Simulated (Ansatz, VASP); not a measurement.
Zr2Br in VASP and in Ansatz

```
Zr Br
1.0
     0.00000    3.24781    3.24781
     3.24781    0.00000    3.24781
     3.24781    3.24781    0.00000
Zr Br
2 1
Direct
  0.25000 0.25000 0.25000
  0.75000 0.75000 0.75000
  0.50000 0.50000 0.50000
```

Alike in both runs: functional PBE; k mesh 12 × 12 × 12; occupations gaussian, width 0.1 eV; no spin polarisation.

Ansatz relaxed the structure, and its values are those at the end. VASP's run is a single point on that final structure, the one shown.

|  | VASP | Ansatz |
| --- | --- | --- |
| version | VASP 6.6.1 | Ansatz 0.2.0 |
| potentials or method | VASP PAW PBE potentials, release 64 (Zr_sv, Br), cutoff 520 eV | scalar-relativistic, plane waves, PAW |
| valence electrons in the cell | 31 | 31 |

|  | VASP | Ansatz | Ansatz less VASP |
| --- | --- | --- | --- |
| gap on the k mesh at the Fermi level (eV) | none | none | - |
| pressure (GPa) | 0.1 | 0.0 | -0.05 |

A gap of «none» marks a metal or a gap that the smearing closes.
